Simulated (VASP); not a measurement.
# SiNi (Pmmn) in VASP: further runs

The runs below take SiNi through single point, with PBEsol.

Program: VASP 6.6.1. These are calculated values, not measurements. Logs are shortened: lines on timing, memory, paths and dates and some standing lists are left out, and cuts for length are marked.

## (1) The cell of the first run

The structure is orthorhombic, space group Pmmn (No. 59). The conventional cell has a = 2.995 Å, b = 3.235 Å, c = 4.672 Å, α = 90.00°, β = 90.00°, γ = 90.00°. Within 3.1 Å of Si (site symmetry mm2) lie 6 Ni at 2.33 to 2.37 Å and 6 Si at 2.65 to 2.99 Å. Ni (site symmetry mm2) has 6 Si at 2.33 to 2.37 Å and 6 Ni at 2.65 to 2.99 Å within 3.1 Å.

## (2) Single point, PBEsol

INCAR

```
PREC     = Accurate       # precision mode
ENCUT    = 520            # plane-wave cutoff, eV
EDIFF    = 1E-6           # SCF threshold, eV
ISMEAR   = 0              # smearing method
SIGMA    = 0.1            # smearing width, eV
LREAL    = False          # projectors in reciprocal space
LASPH    = True           # aspherical terms in the spheres
NELM     = 80             # most SCF steps
ALGO     = Normal         # electronic algorithm
ISIF     = 2              # what is computed and relaxed
LWAVE    = False          # write WAVECAR
LCHARG   = True           # write CHGCAR
GGA      = PS             # functional
LELF     = True           # ELF
LVHAR    = True         
NBANDS   = 22             # bands
```

KPOINTS

```
Automatic mesh
0
Gamma
  14 12 10
```

POSCAR

```
SiNi
1.0
    2.9947885069      0.0000000000      0.0000000000
    0.0000000000      3.2345974071      0.0000000000
    0.0000000000      0.0000000000      4.6724690187
Si Ni
2 2
Direct
    0.5000000000      0.5000000000      0.8426091518
    0.0000000000      0.0000000000      0.1573908482
    0.5000000000      0.5000000000      0.3432947119
    0.0000000000      0.0000000000      0.6567052881
```

Potentials or basis: VASP PAW PBE potentials, release 64 (Si, Ni).

Launch:

```
cat potpaw_PBE.64/Si/POTCAR potpaw_PBE.64/Ni/POTCAR > POTCAR
mpirun -np 1 vasp_std > vasp.out
```

OUTCAR:

```text
PREC = Accurate
   ENCUT = 520
   EDIFF = 1E-6
   ISMEAR = 0
   LREAL = False
   LASPH = True
   NELM = 80
   ISIF = 2
   GGA = PS

 ion  position               nearest neighbor table
   1  0.500  0.500  0.843-   3 2.33   3 2.34   4 2.37   4 2.37   4 2.37   4 2.37   2 2.65   2 2.65
                             2 2.65   2 2.65
   2  0.000  0.000  0.157-   4 2.33   4 2.34   3 2.37   3 2.37   3 2.37   3 2.37   1 2.65   1 2.65
                             1 2.65   1 2.65
   3  0.500  0.500  0.343-   1 2.33   1 2.34   2 2.37   2 2.37   2 2.37   2 2.37   4 2.65   4 2.65
                             4 2.65   4 2.65
   4  0.000  0.000  0.657-   2 2.33   2 2.34   1 2.37   1 2.37   1 2.37   1 2.37   3 2.65   3 2.65
                             3 2.65   3 2.65

  LATTYP: Found a simple orthorhombic cell.
 ALAT       =     2.9947885069
 B/A-ratio  =     1.0800754042
 C/A-ratio  =     1.5601999967

  Lattice vectors:

 A1 = (   2.9947885069,   0.0000000000,   0.0000000000)
 A2 = (   0.0000000000,   3.2345974071,   0.0000000000)
 A3 = (   0.0000000000,   0.0000000000,   4.6724690187)

Analysis of symmetry for initial positions (statically):
=====================================================================
 Subroutine PRICEL returns:
 Original cell was already a primitive cell.

 Routine SETGRP: Setting up the symmetry group for a
 simple orthorhombic supercell.

 Subroutine GETGRP returns: Found  8 space group operations
 (whereof  4 operations were pure point group operations)
 out of a pool of  8 trial point group operations.

The static configuration has the point symmetry C_2v.
 The point group associated with its full space group is D_2h.

Analysis of symmetry for dynamics (positions and initial velocities):
=====================================================================
 Subroutine PRICEL returns:
 Original cell was already a primitive cell.

 Routine SETGRP: Setting up the symmetry group for a
 simple orthorhombic supercell.

 Subroutine GETGRP returns: Found  8 space group operations
 (whereof  4 operations were pure point group operations)
 out of a pool of  8 trial point group operations.

The dynamic configuration has the point symmetry C_2v.
 The point group associated with its full space group is D_2h.

 Subroutine INISYM returns: Found  8 space group operations
 (whereof  4 operations are pure point group operations),
 and found     1 'primitive' translations

----------------------------------------------------------------------------------------

                                     Primitive cell

  volume of cell :      45.2619

  direct lattice vectors                    reciprocal lattice vectors
     2.994788507  0.000000000  0.000000000     0.333913396  0.000000000  0.000000000
     0.000000000  3.234597407  0.000000000     0.000000000  0.309157485  0.000000000
     0.000000000  0.000000000  4.672469019     0.000000000  0.000000000  0.214019611

  length of vectors
     2.994788507  3.234597407  4.672469019     0.333913396  0.309157485  0.214019611

  position of ions in fractional coordinates (direct lattice)
     0.500000000  0.500000000  0.842609152
     0.000000000  0.000000000  0.157390848
     0.500000000  0.500000000  0.343294712
     0.000000000  0.000000000  0.656705288

  ion indices of the primitive-cell ions
   primitive index   ion index
                 1           1
                 2           2
                 3           3
                 4           4

----------------------------------------------------------------------------------------

 KPOINTS: Automatic mesh

Automatic generation of k-mesh.
 Grid dimensions read from file:
 generate k-points for:   14   12   10

 Generating k-lattice:

  Cartesian coordinates                     Fractional coordinates (reciprocal lattice)
     0.023850957  0.000000000  0.000000000     0.071428571  0.000000000  0.000000000
     0.000000000  0.025763124  0.000000000     0.000000000  0.083333333  0.000000000
     0.000000000  0.000000000  0.021401961     0.000000000  0.000000000  0.100000000

  Length of vectors
     0.023850957  0.025763124  0.021401961

  Shift w.r.t. Gamma in fractional coordinates (k-lattice)
     0.000000000  0.000000000  0.000000000

 Subroutine IBZKPT returns following result:
 ===========================================

 Found    336 irreducible k-points:

 Following reciprocal coordinates:
            Coordinates               Weight
  0.000000  0.000000  0.000000      1.000000
  0.071429  0.000000  0.000000      2.000000
  0.142857  0.000000  0.000000      2.000000
  0.214286  0.000000  0.000000      2.000000
  0.285714  0.000000  0.000000      2.000000
  0.357143  0.000000  0.000000      2.000000
[... 16 lines left out ...]
  0.428571  0.166667  0.000000      4.000000
  0.500000  0.166667  0.000000      2.000000
 [... further k-points ...]
   k-points           NKPTS =    336   k-points in BZ     NKDIM =    336   number of bands    NBANDS=     22
   number of dos      NEDOS =    301   number of ions     NIONS =      4
   total plane-waves  NPLWV =  20736
   dimension x,y,z NGX =    24 NGY =   24 NGZ =   36
   dimension x,y,z NGXF=    48 NGYF=   48 NGZF=   72
   ions per type =               2   2
   NGX,Y,Z   is equivalent  to a cutoff of  13.32, 12.34, 12.81 a.u.
   NGXF,Y,Z  is equivalent  to a cutoff of  26.65, 24.67, 25.62 a.u.
 SYSTEM =  unknown system
   PREC   = accura    normal or accurate (medium, high low for compatibility)
   ISTART =      0    job   : 0-new  1-cont  2-samecut
   ICHARG =      2    charge: 1-file 2-atom 10-const
   ISPIN  =      1    spin polarized calculation?
   LNONCOLLINEAR =      F non collinear calculations
   LSORBIT =      F    spin-orbit coupling
   LASPH  =      T    aspherical Exc in radial PAW
   ENCUT  =  520.0 eV  38.22 Ry    6.18 a.u.   5.57  6.01  8.69*2*pi/ulx,y,z
   NELM   =     80;   NELMIN=  2; NELMDL= -5     # of ELM steps
   EDIFF  = 0.1E-05   stopping-criterion for ELM
   LREAL  =      F    real-space projection
   EDIFFG = 0.1E-04   stopping-criterion for IOM
   NSW    =      0    number of steps for IOM
   IBRION =     -1    ionic relax: 0-MD 1-quasi-New 2-CG
   NFREE  =      0    steps in history (QN), initial steepest desc. (CG)
   ISIF   =      2    stress and relaxation
   ISYM   =      2    0-nonsym 1-usesym 2-fastsym
   POTIM  = 0.5000    time-step for ionic-motion
   TEBEG  =    0.0;   TEEND  =   0.0 temperature during run
   PSTRESS=    0.0 pullay stress
   NELECT =      28.0000    total number of electrons
   NUPDOWN=      -1.0000    fix difference up-down
   EMIN   =  10.00;   EMAX   =-10.00  energy-range for DOS
   EFERMI =   0.00;   METHOD = LEGACY
   ISMEAR =     0;   SIGMA  =   0.10  broadening in eV -4-tet -1-fermi 0-gaus
   EFERMI_NEDOS =   21; number of points for ismear=-14 and -15
   IALGO  =     38    algorithm
   IMIX   =      4    mixing-type and parameters
     AMIX     =   0.40;   BMIX     =  1.00
     AMIX_MAG =   1.60;   BMIX_MAG =  1.00
  volume/ion in A,a.u.               =      11.32        76.36
  Fermi-wavevector in a.u.,A,eV,Ry     =   1.394922  2.636020 26.474314  1.945807
  Thomas-Fermi vector in A             =   2.518424
   LORBIT       =      0    0 simple, 1 ext, 2 COOP (PROOUT), +10 PAW based schemes
   GGA     = PS    functional components
   LHFCALC =     F    Hartree Fock is set to
   AEXX    =    0.0000 exact exchange contribution
   IVDW    =     0    specifies the selected vdW correction
   LEPSILON=     F    determine dielectric tensor
   LRPA    =     F    only Hartree local field effects (RPA)
 non-spin polarized calculation
 Gauss-broadening in eV      SIGMA  =   0.10
  energy-cutoff  :      520.00
  volume of cell :       45.26
 maximum number of plane-waves:      1240
 NGX is ok and might be reduce to    24
   NGX = 11   NGY = 13   NGZ = 17

 number of electron      27.9999990 magnetization

 Free energy of the ion-electron system (eV)
  ---------------------------------------------------
  ext. energy  EPLUGINS =         0.00000000
  ---------------------------------------------------
  free energy    TOTEN  =       -25.96179183 eV

  energy without entropy =      -25.95621504  energy(sigma->0) =      -25.95900343

 E-fermi :  11.5806     XC(G=0): -12.7066

 val. band max:       11.5607922633   @ k =   0.5000   0.3333   0.4000
 cond. band min:      11.5869034166   @ k =   0.0714   0.1667   0.3000
 fundamental gap:      0.0261111533
 Fermi energy:        11.5805758489

 k-point     1 :       0.0000    0.0000    0.0000
  band No.  band energies     occupation
      1      -2.5066      2.00000
      2       3.3291      2.00000
      3       4.9274      2.00000
      4       7.2794      2.00000
      5       7.9230      2.00000
      6       8.4837      2.00000
[... 14 lines left out ...]
     21      19.8149      0.00000
     22      20.8483      0.00000

 k-point     2 :       0.0714    0.0000    0.0000
  band No.  band energies     occupation
      1      -2.4235      2.00000
      2       3.3905      2.00000
      3       4.9936      2.00000
      4       7.2546      2.00000
      5       7.9520      2.00000
      6       8.4393      2.00000
[... 14 lines left out ...]
     21      19.9071      0.00000
     22      20.8987      0.00000

 k-point     3 :       0.1429    0.0000    0.0000
  band No.  band energies     occupation
      1      -2.1751      2.00000
      2       3.5659      2.00000
      3       5.1880      2.00000
      4       7.0761      2.00000
      5       8.0340      2.00000
      6       8.2990      2.00000
[... 14 lines left out ...]
     21      20.1822      0.00000
     22      21.0199      0.00000
[... 476 lines left out ...]
 k-point    23 :       0.4286    0.1667    0.0000
  band No.  band energies     occupation
      1       0.7314      2.00000
      2       2.7259      2.00000
      3       5.9794      2.00000
      4       6.7976      2.00000
      5       7.0388      2.00000
      6       7.2725      2.00000
[... 14 lines left out ...]
     21      19.7908      0.00000
     22      20.7448      0.00000

 k-point    24 :       0.5000    0.1667    0.0000
  band No.  band energies     occupation
      1       1.6942      2.00000
      2       1.6942      2.00000
      3       6.4654      2.00000
      4       6.4654      2.00000
      5       7.1254      2.00000
      6       7.1254      2.00000
[... 14 lines left out ...]
     21      20.2828      0.00000
     22      20.2828      0.00000

 [... further k-points ...]

------------------------ aborting loop because EDIFF is reached ----------------------------------------

  FORCE on cell =-STRESS in cart. coord.  units (eV):
  Direction    XX          YY          ZZ          XY          YZ          ZX
  --------------------------------------------------------------------------------------
  -------------------------------------------------------------------------------------
  Total        0.0515817      0.0701139      0.1324981      0.0000000      0.0000000      0.0000000
  in kB        1.8258852      2.4818850      4.6901574      0.0000000      0.0000000      0.0000000
  external PRESSURE =       2.9993092 kB  Pullay stress =       0.0000000 kB

 VOLUME and BASIS-vectors are now :
 -----------------------------------------------------------------------------
  energy-cutoff  :      520.00
  volume of cell :       45.26
      direct lattice vectors                 reciprocal lattice vectors
     2.994788507  0.000000000  0.000000000     0.333913396  0.000000000  0.000000000
     0.000000000  3.234597407  0.000000000     0.000000000  0.309157485  0.000000000
     0.000000000  0.000000000  4.672469019     0.000000000  0.000000000  0.214019611

 POSITION                                       TOTAL-FORCE (eV/Angst)
 -----------------------------------------------------------------------------------
      1.49739      1.61730      3.93707         0.000000      0.000000      0.001320
      0.00000      0.00000      0.73540         0.000000      0.000000     -0.001320
      1.49739      1.61730      1.60403         0.000000      0.000000      0.010168
      0.00000      0.00000      3.06844         0.000000      0.000000     -0.010168
 -----------------------------------------------------------------------------------
    total drift:                                0.000000     -0.000000      0.000000

  FREE ENERGIE OF THE ION-ELECTRON SYSTEM (eV)
  ---------------------------------------------------
  free  energy   TOTEN  =       -25.9617918301 eV

  energy  without entropy=      -25.9562150377  energy(sigma->0) =      -25.95900343
```

Run time: 1.9 min. Hardware: 1 thread of Intel Xeon 6975P-C (Granite Rapids), shared host; peak memory 0.38 GiB.

Results:

```
Free energy            : -25.9618 eV
Pressure               : 0.3 GPa
Largest force          : 0.010 eV/Å
Band gap on the k mesh : zero (bands 14 and 15 overlap by 2.42 eV)
```

Forces on the atoms (eV/Å):
```
Si   0.000  0.000  0.001
Si   0.000  0.000 -0.001
Ni   0.000  0.000  0.010
Ni   0.000  0.000 -0.010
```

Caveat: the PAW data sets were made with another functional, which shifts forces and pressure a little. Spin polarisation is off, so any magnetic state and its effect on volume and gap are missing.

## (3) Single point, PBEsol

This run uses another cell than the first one, of 11.38 Å³/atom.

INCAR

```
  ALGO = Normal
  EDIFF = 1E-7
  ENCUT = 520
  GGA = PS
  ISIF = 2
  ISMEAR = 0
  LASPH = True
  LCHARG = False
  LREAL = False
  LWAVE = False
  NBANDS = 22
  NELM = 60
  PREC = Accurate
  SIGMA = 0.1
```

KPOINTS

```
k-points
0
Gamma
  14 12 10
```

POSCAR

```
SiNi
1.0
    3.0034566446      0.0000000000      0.0000000000
    0.0000000000      3.2392266210      0.0000000000
    0.0000000000      0.0000000000      4.6774442987
Si Ni
2 2
Direct
    0.5000000000      0.5000000000      0.8424550727
    0.0000000000      0.0000000000      0.1575449273
    0.5000000000      0.5000000000      0.3431020661
    0.0000000000      0.0000000000      0.6568979339
```

Potentials or basis: VASP PAW PBE potentials, release 64 (Si, Ni).

Launch:

```
cat potpaw_PBE.64/Si/POTCAR potpaw_PBE.64/Ni/POTCAR > POTCAR
mpirun -np 1 vasp_std > vasp.out
```

Wall time 2.3 min (1 thread of Intel Xeon 6975P-C (Granite Rapids), shared host); peak memory 0.38 GiB.

The run converged. Its results:

- Free energy: -25.9614 eV
- Pressure: -0.7 GPa
- Largest force: 0.010 eV/Å
- Band gap on the k mesh: zero (bands 14 and 15 overlap by 2.43 eV)

Forces in eV/Å, atoms in the order of the input:
```
Si   0.000  0.000  0.002
Si   0.000  0.000 -0.002
Ni   0.000  0.000  0.010
Ni   0.000  0.000 -0.010
```

Stress tensor (GPa, compression positive):
```
-0.79  0.00  0.00
 0.00 -0.79  0.00
 0.00  0.00 -0.57
```

Levels at points of the mesh, in eV from the Fermi level:
| k point | band 12 | band 13 | band 14 | band 15 | band 16 | band 17 |
| --- | --- | --- | --- | --- | --- | --- |
| (0.00, 0.00, 0.00) | -2.04 | -2.00 | -1.03 | 0.78 | 3.12 | 5.13 |
| (0.50, 0.00, 0.00) | -2.56 | -1.68 | -1.68 | 1.70 | 1.70 | 3.63 |
| (0.00, 0.50, 0.00) | -2.30 | -2.10 | -2.10 | 1.28 | 1.28 | 4.69 |
| (0.50, 0.50, 0.00) | -2.02 | -1.66 | -1.66 | 1.57 | 1.57 | 2.00 |
| (0.00, 0.00, 0.50) | -2.09 | 1.33 | 2.00 | 2.12 | 2.58 | 2.75 |
| (0.50, 0.00, 0.50) | -2.21 | -1.50 | -1.50 | 3.87 | 3.87 | 5.43 |
| (0.00, 0.50, 0.50) | -2.06 | -1.95 | -1.95 | 5.09 | 5.09 | 5.34 |
| (0.50, 0.50, 0.50) | -2.04 | -1.61 | -1.61 | -0.39 | -0.39 | 1.01 |

Caveat: the PAW data sets were made with another functional, which shifts forces and pressure a little. Spin polarisation is off, so any magnetic state and its effect on volume and gap are missing.

[end of part 1 of 2]

The gap in the log of VASP goes by the Fermi energy; the results here count the filled bands.